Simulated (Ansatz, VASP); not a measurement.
# Be4Se3: VASP beside Ansatz

Contents of INCAR:

```
PREC = Accurate
ENCUT = 520
EDIFF = 1E-6
ISMEAR = 0
SIGMA = 0.1
LREAL = False
LASPH = True
NELM = 60
ALGO = Normal
ISIF = 2
LWAVE = False
LCHARG = False
GGA = PE
NBANDS = 22
```

File KPOINTS:

```
regular mesh
0
Gamma
  4 3 3
```

Contents of POSCAR:

```
Be4Se3
1.0
    0.0000000000      0.0000000000      4.6500053806
    6.2311095221      0.0000000000      0.0000000000
   -3.1155547610      5.3962991399      0.0000000000
Be Se
4 3
Direct
    0.7761940412      0.0000000000      0.0000000000
    0.2238059588      0.0000000000      0.0000000000
    0.5000000000      0.3333333333      0.6666666667
    0.5000000000      0.6666666667      0.3333333333
    0.5000000000      0.3171432001      1.0000000000
    0.5000000000      0.0000000000      0.3171432001
    0.5000000000      0.6828567999      0.6828567999
```

Input for Ansatz:

```yaml
crystal:
  lattice:
    - [0.0, 0.0, 4.6500053806]
    - [6.2311095221, 0.0, 0.0]
    - [-3.115554761, 5.3962991399, 0.0]
  atoms:
    - { symbol: Be, position: [0.7761940412, 0.0, 0.0] }
    - { symbol: Be, position: [0.2238059588, 0.0, 0.0] }
    - { symbol: Be, position: [0.5, 0.3333333333, 0.6666666667] }
    - { symbol: Be, position: [0.5, 0.6666666667, 0.3333333333] }
    - { symbol: Se, position: [0.5, 0.3171432001, 1.0] }
    - { symbol: Se, position: [0.5, 0.0, 0.3171432001] }
    - { symbol: Se, position: [0.5, 0.6828567999, 0.6828567999] }
basis:
  ecutwfc: 420
kpoints:
  mp_grid: { grid: [4, 3, 3] }
hamiltonian:
  xc: pbe
scf:
  occupations: { method: gaussian, width: 0.1 }
  lower_state_search: "off"
output:
  forces: true
  stress: true
  eigenvalues: true
```

Alike in both runs: task single point; functional PBE; k mesh 4 × 3 × 3; occupations gaussian, width 0.1 eV; no spin polarisation.

|  | VASP | Ansatz |
| --- | --- | --- |
| version | VASP 6.6.1 | Ansatz 0.2.0 |
| potentials or method | VASP PAW PBE potentials, release 64 (Be, Se), cutoff 520 eV | scalar-relativistic, plane waves, PAW |
| valence electrons in the cell | 26 | 56 |

VASP gave:

```
gap on the k mesh at the Fermi level (eV)                     : 0.77
least direct gap on the mesh (eV)                             : 1.18
pressure (GPa)                                                : 0.1
traceless stress, the component that is largest in VASP (GPa) : -0.02
rms of the force components (eV/Å)                            : 0.006
```

**Question.** Which values does Ansatz return?

**Answer.** gap on the k mesh at the Fermi level (eV): 0.77; least direct gap on the mesh (eV): 1.18; pressure (GPa): 0.0; traceless stress, the component that is largest in VASP (GPa): 0.07; rms of the force components (eV/Å): 0.004.

Atom by atom the forces differ by 0.003 eV/Å (rms over components). VASP's potentials hold 26 valence electrons a cell and Ansatz's 56, so a difference there can come from the potentials and not from the codes.
